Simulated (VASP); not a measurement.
# Ru (P6/mmm) in VASP: single point with RPBE

Aim: the single point of Ru with RPBE.

Everything below comes from runs of VASP 6.6.1. Logs are shortened: lines on timing, memory, paths and dates and some standing lists are left out, and cuts for length are marked.

### 1 The cell of the first run

The structure is hexagonal, space group P6/mmm (No. 191). The conventional cell has a = 4.111 Å, b = 4.111 Å, c = 2.585 Å, α = 90.00°, β = 90.00°, γ = 120.00°. Ru (site symmetry 6/mmm) has 14 Ru at 2.59 to 2.70 Å within 3.4 Å. Ru (site symmetry -6m2) has 11 Ru at 2.37 to 2.70 Å within 3.1 Å.

This isn't the form of Ru at room conditions, which is hcp.

### 2 Single point, RPBE (12.61 Å³/atom)

Input file INCAR:

```
PREC = Accurate ; ENCUT = 560
EDIFF = 1E-6 ; ISMEAR = -1
SIGMA = 0.1 ; LREAL = False
LASPH = True ; NELM = 120
ALGO = Normal ; ISIF = 2
LWAVE = False ; LCHARG = False
GGA = RP ; NBANDS = 31
GGA_COMPAT = False
```

Input file KPOINTS:

```
Automatic mesh
0
Gamma
  10 10 13
```

Input file POSCAR:

```
Ru
1.0
    4.1111435899      0.0000000000      0.0000000000
   -2.0555717949      3.5603547875      0.0000000000
    0.0000000000      0.0000000000      2.5852293636
Ru
3
Direct
    1.0000000000      0.0000000000      0.0000000000
    0.3333333333      0.6666666667      0.5000000000
    0.6666666667      0.3333333333      0.5000000000
```

Potentials or basis: VASP PAW PBE potentials, release 64 (Ru_sv).

The run is started by

```
> cat potpaw_PBE.64/Ru_sv/POTCAR > POTCAR
> mpirun -np 1 vasp_std > vasp.out
```

OUTCAR:

```text
PREC = Accurate
   ENCUT = 560
   EDIFF = 1E-6
   ISMEAR = -1
   LREAL = False
   LASPH = True
   NELM = 120
   ISIF = 2
   GGA = RP

 ion  position               nearest neighbor table
   1  0.000  0.000  0.000-   2 2.70   3 2.70   2 2.70   3 2.70   3 2.70   3 2.70   2 2.70   2 2.70
                             3 2.70   3 2.70   2 2.70   2 2.70
   2  0.333  0.667  0.500-   3 2.37   3 2.37   3 2.37   1 2.70   1 2.70   1 2.70   1 2.70   1 2.70
                             1 2.70
   3  0.667  0.333  0.500-   2 2.37   2 2.37   2 2.37   1 2.70   1 2.70   1 2.70   1 2.70   1 2.70
                             1 2.70

  LATTYP: Found a hexagonal cell.
 ALAT       =     4.1111435899
 C/A-ratio  =     0.6288346070

  Lattice vectors:

 A1 = (   4.1111435899,   0.0000000000,   0.0000000000)
 A2 = (  -2.0555717949,   3.5603547875,   0.0000000000)
 A3 = (   0.0000000000,   0.0000000000,   2.5852293636)

Analysis of symmetry for initial positions (statically):
=====================================================================
 Subroutine PRICEL returns:
 Original cell was already a primitive cell.

 Routine SETGRP: Setting up the symmetry group for a
 hexagonal supercell.

 Subroutine GETGRP returns: Found 24 space group operations
 (whereof 24 operations were pure point group operations)
 out of a pool of 24 trial point group operations.

The static configuration has the point symmetry D_6h.

Analysis of symmetry for dynamics (positions and initial velocities):
=====================================================================
 Subroutine PRICEL returns:
 Original cell was already a primitive cell.

 Routine SETGRP: Setting up the symmetry group for a
 hexagonal supercell.

 Subroutine GETGRP returns: Found 24 space group operations
 (whereof 24 operations were pure point group operations)
 out of a pool of 24 trial point group operations.

The dynamic configuration has the point symmetry D_6h.

 Subroutine INISYM returns: Found 24 space group operations
 (whereof 24 operations are pure point group operations),
 and found     1 'primitive' translations

----------------------------------------------------------------------------------------

                                     Primitive cell

  volume of cell :      37.8403

  direct lattice vectors                    reciprocal lattice vectors
     4.111143590  0.000000000  0.000000000     0.243241322  0.140435442  0.000000000
    -2.055571795  3.560354788  0.000000000     0.000000000  0.280870885  0.000000000
     0.000000000  0.000000000  2.585229364     0.000000000  0.000000000  0.386812874

  length of vectors
     4.111143590  4.111143590  2.585229364     0.280870885  0.280870885  0.386812874

  position of ions in fractional coordinates (direct lattice)
     0.000000000  0.000000000  0.000000000
     0.333333333  0.666666667  0.500000000
     0.666666667  0.333333333  0.500000000

  ion indices of the primitive-cell ions
   primitive index   ion index
                 1           1
                 2           2
                 3           3

----------------------------------------------------------------------------------------

 KPOINTS: Automatic mesh

Automatic generation of k-mesh.
 Grid dimensions read from file:
 generate k-points for:   10   10   13

 Generating k-lattice:

  Cartesian coordinates                     Fractional coordinates (reciprocal lattice)
     0.024324132  0.014043544  0.000000000     0.100000000  0.000000000  0.000000000
     0.000000000  0.028087088  0.000000000     0.000000000  0.100000000  0.000000000
     0.000000000  0.000000000  0.029754836     0.000000000  0.000000000  0.076923077

  Length of vectors
     0.028087088  0.028087088  0.029754836

  Shift w.r.t. Gamma in fractional coordinates (k-lattice)
     0.000000000  0.000000000  0.000000000

 Subroutine IBZKPT returns following result:
 ===========================================

 Found     98 irreducible k-points:

 Following reciprocal coordinates:
            Coordinates               Weight
  0.000000  0.000000  0.000000      1.000000
  0.100000  0.000000  0.000000      6.000000
  0.200000  0.000000  0.000000      6.000000
  0.300000  0.000000  0.000000      6.000000
  0.400000  0.000000  0.000000      6.000000
  0.500000  0.000000  0.000000      3.000000
[... 16 lines left out ...]
  0.300000  0.100000  0.076923     24.000000
  0.400000  0.100000  0.076923     24.000000
 [... further k-points ...]
   k-points           NKPTS =     98   k-points in BZ     NKDIM =     98   number of bands    NBANDS=     31
   number of dos      NEDOS =    301   number of ions     NIONS =      3
   total plane-waves  NPLWV =  20480
   dimension x,y,z NGX =    32 NGY =   32 NGZ =   20
   dimension x,y,z NGXF=    64 NGYF=   64 NGZF=   40
   ions per type =               3
   NGX,Y,Z   is equivalent  to a cutoff of  12.94, 12.94, 12.86 a.u.
   NGXF,Y,Z  is equivalent  to a cutoff of  25.88, 25.88, 25.72 a.u.
 SYSTEM =  unknown system
   PREC   = accura    normal or accurate (medium, high low for compatibility)
   ISTART =      0    job   : 0-new  1-cont  2-samecut
   ICHARG =      2    charge: 1-file 2-atom 10-const
   ISPIN  =      1    spin polarized calculation?
   LNONCOLLINEAR =      F non collinear calculations
   LSORBIT =      F    spin-orbit coupling
   LASPH  =      T    aspherical Exc in radial PAW
   ENCUT  =  560.0 eV  41.16 Ry    6.42 a.u.   7.93  7.93  4.99*2*pi/ulx,y,z
   NELM   =    120;   NELMIN=  2; NELMDL= -5     # of ELM steps
   EDIFF  = 0.1E-05   stopping-criterion for ELM
   LREAL  =      F    real-space projection
   EDIFFG = 0.1E-04   stopping-criterion for IOM
   NSW    =      0    number of steps for IOM
   IBRION =     -1    ionic relax: 0-MD 1-quasi-New 2-CG
   NFREE  =      0    steps in history (QN), initial steepest desc. (CG)
   ISIF   =      2    stress and relaxation
   ISYM   =      2    0-nonsym 1-usesym 2-fastsym
   POTIM  = 0.5000    time-step for ionic-motion
   TEBEG  =    0.0;   TEEND  =   0.0 temperature during run
   PSTRESS=    0.0 pullay stress
   NELECT =      48.0000    total number of electrons
   NUPDOWN=      -1.0000    fix difference up-down
   EMIN   =  10.00;   EMAX   =-10.00  energy-range for DOS
   EFERMI =   0.00;   METHOD = LEGACY
   ISMEAR =    -1;   SIGMA  =   0.10  broadening in eV -4-tet -1-fermi 0-gaus
   EFERMI_NEDOS =   21; number of points for ismear=-14 and -15
   IALGO  =     38    algorithm
   IMIX   =      4    mixing-type and parameters
     AMIX     =   0.40;   BMIX     =  1.00
     AMIX_MAG =   1.60;   BMIX_MAG =  1.00
  volume/ion in A,a.u.               =      12.61        85.12
  Fermi-wavevector in a.u.,A,eV,Ry     =   1.772163  3.348902 42.729918  3.140560
  Thomas-Fermi vector in A             =   2.838610
   LORBIT       =      0    0 simple, 1 ext, 2 COOP (PROOUT), +10 PAW based schemes
   GGA     = RP    functional components
   LHFCALC =     F    Hartree Fock is set to
   AEXX    =    0.0000 exact exchange contribution
   IVDW    =     0    specifies the selected vdW correction
   LEPSILON=     F    determine dielectric tensor
   LRPA    =     F    only Hartree local field effects (RPA)
 non-spin polarized calculation
  energy-cutoff  :      560.00
  volume of cell :       37.84
 maximum number of plane-waves:      1156
 NGX is ok and might be reduce to    32
   NGX = 15   NGY = 15   NGZ =  9

 number of electron      47.9999999 magnetization

 Free energy of the ion-electron system (eV)
  ---------------------------------------------------
  ext. energy  EPLUGINS =         0.00000000
  ---------------------------------------------------
  free energy    TOTEN  =       -24.52904790 eV

  energy without entropy =      -24.43020979  energy(sigma->0) =      -24.47962885

 E-fermi :  17.0255     XC(G=0): -14.6223

 val. band max:       17.0245742165   @ k =   0.2000   0.1000   0.0000
 cond. band min:      17.0260765264   @ k =   0.1000   0.0000   0.2308
 fundamental gap:      0.0015023099
 Fermi energy:        17.0255381000

 k-point     1 :       0.0000    0.0000    0.0000
  band No.  band energies     occupation
      1     -56.5247      2.00000
      2     -56.1720      2.00000
      3     -56.1173      2.00000
      4     -26.9625      2.00000
      5     -26.9625      2.00000
      6     -26.4604      2.00000
[... 23 lines left out ...]
     30      27.2123      0.00000
     31      27.3906      0.00000

 k-point     2 :       0.1000    0.0000    0.0000
  band No.  band energies     occupation
      1     -56.5147      2.00000
      2     -56.1743      2.00000
      3     -56.1254      2.00000
      4     -27.0012      2.00000
      5     -26.9714      2.00000
      6     -26.4129      2.00000
[... 23 lines left out ...]
     30      25.5294      0.00000
     31      27.8730      0.00000

 k-point     3 :       0.2000    0.0000    0.0000
  band No.  band energies     occupation
      1     -56.4861      2.00000
      2     -56.1815      2.00000
      3     -56.1480      2.00000
      4     -27.0819      2.00000
      5     -26.9656      2.00000
      6     -26.3069      2.00000
[... 23 lines left out ...]
     30      23.7722      0.00000
     31      28.0955      0.00000

 k-point     4 :       0.3000    0.0000    0.0000
  band No.  band energies     occupation
      1     -56.4429      2.00000
      2     -56.2005      2.00000
      3     -56.1738      2.00000
      4     -27.1597      2.00000
      5     -26.9060      2.00000
      6     -26.1907      2.00000
[... 635 lines left out ...]
     30      22.7524      0.00000
     31      28.7107      0.00000

 k-point    23 :       0.3000    0.1000    0.0769
  band No.  band energies     occupation
      1     -56.4059      2.00000
      2     -56.2140      2.00000
      3     -56.1825      2.00000
      4     -27.1603      2.00000
      5     -26.8628      2.00000
      6     -26.2111      2.00000
[... 23 lines left out ...]
     30      21.2930      0.00000
     31      28.9056      0.00000

 k-point    24 :       0.4000    0.1000    0.0769
  band No.  band energies     occupation
      1     -56.3607      2.00000
      2     -56.2550      2.00000
      3     -56.1876      2.00000
      4     -27.1915      2.00000
      5     -26.7426      2.00000
      6     -26.3853      2.00000
[... 23 lines left out ...]
     30      20.0006      0.00000
     31      29.0342      0.00000

 [... further k-points ...]

------------------------ aborting loop because EDIFF is reached ----------------------------------------

  FORCE on cell =-STRESS in cart. coord.  units (eV):
  Direction    XX          YY          ZZ          XY          YZ          ZX
  --------------------------------------------------------------------------------------
  -------------------------------------------------------------------------------------
  Total       11.6223235     11.6223235     10.3947684      0.0000000      0.0000000      0.0000000
  in kB      492.0945323    492.0945323    440.1192814      0.0000000      0.0000000      0.0000000
  external PRESSURE =     474.7694487 kB  Pullay stress =       0.0000000 kB

 VOLUME and BASIS-vectors are now :
 -----------------------------------------------------------------------------
  energy-cutoff  :      560.00
  volume of cell :       37.84
      direct lattice vectors                 reciprocal lattice vectors
     4.111143590  0.000000000  0.000000000     0.243241322  0.140435442  0.000000000
    -2.055571795  3.560354788  0.000000000     0.000000000  0.280870885  0.000000000
     0.000000000  0.000000000  2.585229364     0.000000000  0.000000000  0.386812874

 POSITION                                       TOTAL-FORCE (eV/Angst)
 -----------------------------------------------------------------------------------
      0.00000      0.00000      0.00000         0.000000      0.000000     -0.000000
     -0.00000      2.37357      1.29261        -0.000000     -0.000000      0.000000
      2.05557      1.18678      1.29261         0.000000      0.000000     -0.000000
 -----------------------------------------------------------------------------------
    total drift:                               -0.000000      0.000000      0.000000

  FREE ENERGIE OF THE ION-ELECTRON SYSTEM (eV)
  ---------------------------------------------------
  free  energy   TOTEN  =       -24.5290478977 eV

  energy  without entropy=      -24.4302097942  energy(sigma->0) =      -24.47962885
```

It took 82 s on 1 thread of AMD EPYC 7R43 (Zen 3), shared host; peak memory 0.18 GiB.

Results:

| Quantity | Value |
| --- | --- |
| Free energy | -24.5290 eV |
| Pressure | 47.5 GPa |
| Band gap on the k mesh | zero (bands 24 and 25 overlap by 2.72 eV) |

Levels at points of the mesh, in eV from the Fermi level:
| k point | band 21 | band 22 | band 23 | band 24 | band 25 | band 26 | band 27 | band 28 |
| --- | --- | --- | --- | --- | --- | --- | --- | --- |
| (0.00, 0.00, 0.00) | -2.46 | -2.46 | -1.69 | -1.69 | -1.57 | -1.57 | 1.97 | 1.97 |
| (0.50, 0.00, 0.00) | -2.81 | -1.38 | -1.30 | 0.49 | 0.93 | 0.94 | 0.98 | 1.48 |

Caveat: the stress differs along the axes, from 44 to 49 GPa; the PAW data sets were made with another functional, which shifts forces and pressure a little.
